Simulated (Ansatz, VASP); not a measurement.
**One calculation of H, two programs**

INCAR

```
SYSTEM = H
ALGO     = Normal         ! electronic algorithm
EDIFF    = 1E-6           ! SCF threshold, eV
EDIFFG   = -0.01          ! ionic threshold
ENCUT    = 600            ! plane-wave cutoff, eV
GGA      = PE             ! functional
IBRION   = 2              ! ionic algorithm
ISIF     = 3              ! what is computed and relaxed
ISMEAR   = 0              ! smearing method
LASPH    = .True.         ! aspherical terms in the spheres
LCHARG   = .False.        ! write CHGCAR
LREAL    = .False.        ! projectors in reciprocal space
LWAVE    = .False.        ! write WAVECAR
NELM     = 80             ! most SCF steps
NSW      = 100            ! ionic steps
PREC     = Accurate       ! precision mode
SIGMA    = 0.02           ! smearing width, eV
```

File KPOINTS:

```
k-points
0
Gamma
  9 9 6
  0 0 0
```

The input POSCAR:

```
H
1.0
    3.8401304226      0.0000000000      0.0000000000
   -1.9200652113      3.3256504998      0.0000000000
    0.0000000000      0.0000000000      5.0466615500
H
4
Direct
    0.3333333300      0.6666666700      0.1764958800
    0.6666666700      0.3333333300      0.6764958800
    0.6666666700      0.3333333300      0.8235041200
    0.3333333300      0.6666666700      0.3235041200
```

Input for Ansatz:

```yaml
crystal:
  lattice:
    - [3.8401304226, 0.0, 0.0]
    - [-1.9200652113, 3.3256504998, 0.0]
    - [0.0, 0.0, 5.04666155]
  atoms:
    - { symbol: H, position: [0.33333333, 0.66666667, 0.17649588] }
    - { symbol: H, position: [0.66666667, 0.33333333, 0.67649588] }
    - { symbol: H, position: [0.66666667, 0.33333333, 0.82350412] }
    - { symbol: H, position: [0.33333333, 0.66666667, 0.32350412] }
basis:
  ecutwfc: 420
kpoints:
  mp_grid: { grid: [9, 9, 6] }
hamiltonian:
  xc: pbe
scf:
  occupations: { method: gaussian, width: 0.02 }
output:
  forces: true
  stress: true
  eigenvalues: true
relax:
  adjacent_minimum: "off"
  f_tol: 0.01
  max_steps: 80
  cell: { stress_tol: 0.05 }
```

Alike in both runs: task relaxation of cell and atoms; functional PBE; k mesh 9 × 9 × 6; occupations gaussian, width 0.02 eV; no spin polarisation.

|  | VASP | Ansatz |
| --- | --- | --- |
| version | VASP 6.6.1 | Ansatz 0.2.0 |
| potentials or method | VASP PAW PBE potentials, release 64 (H), cutoff 600 eV | scalar-relativistic, plane waves, PAW |
| valence electrons in the cell | 4 | 4 |

|  | VASP | Ansatz | Ansatz less VASP |
| --- | --- | --- | --- |
| gap on the k mesh at the Fermi level, each at its own relaxed structure (eV) | 9.30 | 9.31 | +0.016 |
| relaxed volume (Å³/atom) | 16.13 | 16.47 | +0.333 |
| relaxed cell length with the largest relative difference (Å) | 3.840 | 3.868 | +0.0281 |
